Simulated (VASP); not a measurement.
# GaSb: single point with LDA

Crystal: GaSb.

```
Ga Sb
1.0
    -1.60426    2.48331    2.77925
     1.60426   -2.48331    2.77925
     1.60426    2.48331   -2.77925
Ga Sb
1 1
Cartesian
  0.0000 0.0000 0.0000
  0.0000 0.0000 2.7792
```

| Property | Result |
| --- | --- |
| Program | VASP 6.6.1 |
| Task | single point |
| Functional | LDA |
| Potentials or basis | VASP PAW LDA potentials, release 64 (Ga_d, Sb) |
| Cutoff | 520 eV |
| k mesh | 18 × 18 × 18 |
| Occupations | gaussian, width 0.15 eV |
| Spin | no spin polarisation |
| Dipole correction | no |
| Further INCAR settings | ALGO = Normal; EDIFF = 1e-06; NBANDS = 16 |

```yaml
Pressure: 0.2 GPa
Band_gap_on_the_k_mesh: zero (bands 9 and 10 overlap by 6.09 eV)
```

Stress tensor (GPa, compression positive):
```
-0.72  0.00  0.00
 0.00 -0.02  0.00
 0.00  0.00  1.37
```

Levels at points of the mesh, in eV from the Fermi level:
```
           k point  band 5  band 6  band 7  band 8  band 9  band 10  band 11  band 12  band 13  band 14
(0.00, 0.00, 0.00)  -15.00  -12.59   -2.15   -2.03   -1.46     3.67     4.38     6.81     7.27     7.96
(0.50, 0.00, 0.00)  -14.99  -10.78   -8.50    0.17    1.72     3.16     3.55     3.75     5.77     7.94
(0.00, 0.50, 0.00)  -14.99   -8.73   -6.81   -1.63   -0.51    -0.20     0.83     3.00     3.61     9.67
(0.50, 0.50, 0.00)  -14.99   -8.62   -5.55   -3.26   -2.34    -2.30     3.06     4.71     7.79     8.22
(0.50, 0.50, 0.50)  -14.99   -9.41   -5.79   -5.61   -5.03     1.74     5.79    10.12    11.22    11.26
```

Run time: 3.1 min on 1 thread of Intel(R) Xeon(R) 6975P-C (Granite Rapids), on a shared host, peak memory 0.68 GiB.

Caveat: spin-orbit coupling is left out, which moves the levels of the heavy elements.
